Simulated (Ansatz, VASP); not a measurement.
**W in VASP and in Ansatz**

INCAR

```
PREC     = Accurate       # precision mode
ENCUT    = 520            # plane-wave cutoff, eV
EDIFF    = 1E-6           # SCF threshold, eV
ISMEAR   = 0              # smearing method
SIGMA    = 0.15           # smearing width, eV
LREAL    = False          # projectors in reciprocal space
LASPH    = True           # aspherical terms in the spheres
NELM     = 80             # most SCF steps
ALGO     = Fast           # electronic algorithm
ISIF     = 2              # what is computed and relaxed
LWAVE    = False          # write WAVECAR
LCHARG   = False          # write CHGCAR
NBANDS   = 13             # bands
```

The input KPOINTS:

```
regular mesh
0
Gamma
  20 20 20
```

The input POSCAR:

```
W
1.0
   -1.4112702291      1.5210356913      1.5210356913
    1.5210356913     -1.4112702291      1.5210356913
    1.5210356913      1.5210356913     -1.4112702291
W
1
Direct
    0.0000000000      0.0000000000      0.0000000000
```

Input for Ansatz:

```yaml
crystal:
  lattice:
    - [-1.4112702291, 1.5210356913, 1.5210356913]
    - [1.5210356913, -1.4112702291, 1.5210356913]
    - [1.5210356913, 1.5210356913, -1.4112702291]
  atoms:
    - { symbol: W, position: [0.0, 0.0, 0.0] }
basis:
  ecutwfc: 420
kpoints:
  mp_grid: { grid: [20, 20, 20] }
hamiltonian:
  xc: lda
  pseudopotentials: { kind: paw, azcp: { folder: soft_1 } }
scf:
  occupations: { method: gaussian, width: 0.15 }
output:
  forces: true
  stress: true
  eigenvalues: true
```

Change from the starting cell: equal engineering shear yz, xz and xy +0.0700, equal normal strain along x, y and z -0.0300.

Alike in both runs: task single point; functional LDA; k mesh 20 × 20 × 20; occupations gaussian, width 0.15 eV; no spin polarisation.

|  | VASP | Ansatz |
| --- | --- | --- |
| version | VASP 6.6.1 | Ansatz 0.2.0 |
| potentials or method | VASP PAW LDA potentials, release 64 (W_sv), cutoff 520 eV | scalar-relativistic, plane waves, PAW |
| valence electrons in the cell | 14 | 14 |

```tsv
	VASP	Ansatz	Ansatz less VASP
gap on the k mesh at the Fermi level (eV)	none	none	-
pressure (GPa)	44.6	41.6	-3.01
traceless stress, the component that is largest in VASP (GPa)	-12.30	-12.06	+0.233
```

Ansatz warns that its potentials were made for another functional, while VASP's fit it. LDA's correlation is that of Perdew and Zunger in VASP and of Perdew and Wang (1992) in Ansatz. A gap of «none» marks a metal or a gap that the smearing closes. Both programs put the cell under a high pressure, so it lies far from rest at this level.

Neither program's run includes spin-orbit coupling.
